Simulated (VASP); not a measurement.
A run of VASP 6.6.1:

INCAR

```
ALGO = Normal ; EDIFF = 1E-6
ENCUT = 520 ; GGA = PE
ISIF = 2 ; ISMEAR = 0
LASPH = T ; LCHARG = T
LELF = T ; LREAL = F
LVHAR = T ; LWAVE = F
NBANDS = 11 ; NELM = 80
PREC = Accurate ; SIGMA = 0.02
```

File KPOINTS:

```
k-points
0
Gamma
  8 8 8
```

The input POSCAR:

```
BeS
1.0
    0.0000000000      2.3363027034      2.3363027034
    2.3363027034      0.0000000000      2.3363027034
    2.3363027034      2.3363027034      0.0000000000
Be S
1 1
Direct
    0.2500000000      0.2500000000      0.2500000000
    0.5000000000      0.5000000000      0.5000000000
```

Potentials or basis: VASP PAW PBE potentials, release 64 (Be, S).

Launch:

```console
$ cat potpaw_PBE.64/Be/POTCAR potpaw_PBE.64/S/POTCAR > POTCAR
$ mpirun -np 1 vasp_std > vasp.out
```

Hardware: 1 thread of Intel(R) Xeon(R) 6975P-C (Granite Rapids), with other jobs on the host.

Q: How long does it take, and how much memory?

A: It took 5.1 s on 1 thread of Intel(R) Xeon(R) 6975P-C (Granite Rapids), with other jobs on the host, peak memory 0.15 GiB. Counts: scf iterations 12, k points 29.
